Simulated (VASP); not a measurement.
Set up this calculation in VASP 6.6.1, as the native input.

| Item | Value |
| --- | --- |
| Task | single point |
| Functional | PBE |
| Potentials or basis | VASP PAW PBE potentials, release 64 (Ca_sv, Bi_d) |
| Cutoff | 520 eV |
| k mesh | 6 × 6 × 4 |
| Occupations | gaussian, width 0.1 eV |
| Spin | no spin polarisation |
| Dipole correction | no |
| Further INCAR settings | ALGO = Normal; EDIFF = 1e-06; NBANDS = 30 |

The structure of Ca3Bi lies in POSCAR:

```
Ca3Bi
1.0
    6.6787341931      0.0000000000      0.0000000000
   -3.3393670965      5.7839534764      0.0000000000
    0.0000000000      0.0000000000      3.5664803933
Ca Bi
3 1
Direct
    0.3333155760      0.1666577880      0.8629964051
    0.8333422120      0.1666577880      0.8629964051
    0.8333422120      0.6666844240      0.8629964051
    0.3333333333      0.6666666667      0.3619452501
```

The cell was generated, and may not be a known phase.

The input as run:

INCAR

```
ALGO     = Normal         # electronic algorithm
EDIFF    = 1E-6           # SCF threshold, eV
ENCUT    = 520            # plane-wave cutoff, eV
GGA      = PE             # functional
ISIF     = 2              # what is computed and relaxed
ISMEAR   = 0              # smearing method
LASPH    = True           # aspherical terms in the spheres
LCHARG   = False          # write CHGCAR
LREAL    = False          # projectors in reciprocal space
LWAVE    = False          # write WAVECAR
NBANDS   = 30             # bands
NELM     = 80             # most SCF steps
PREC     = Accurate       # precision mode
SIGMA    = 0.1            # smearing width, eV
```

KPOINTS

```
k-points
0
Gamma
  6 6 4
```

Potentials or basis: VASP PAW PBE potentials, release 64 (Ca_sv, Bi_d).

Command:

```bash
$ cat potpaw_PBE.64/Ca_sv/POTCAR potpaw_PBE.64/Bi_d/POTCAR > POTCAR
$ mpirun -np 1 vasp_std > vasp.out
```

It gave:

The pressure is 0.2 GPa. The band gap on the k mesh is zero (an odd number of electrons rules out a gap without spin polarisation).

Caveat: the k points lie up to 0.44 Å⁻¹ apart, too coarse for converged energies and pressures of a metal; spin-orbit coupling is left out, which moves the levels of the heavy elements.

Wall time 100 s on 1 thread of Intel(R) Xeon(R) Platinum 8488C (Sapphire Rapids) (shared host), peak memory 0.29 GiB.
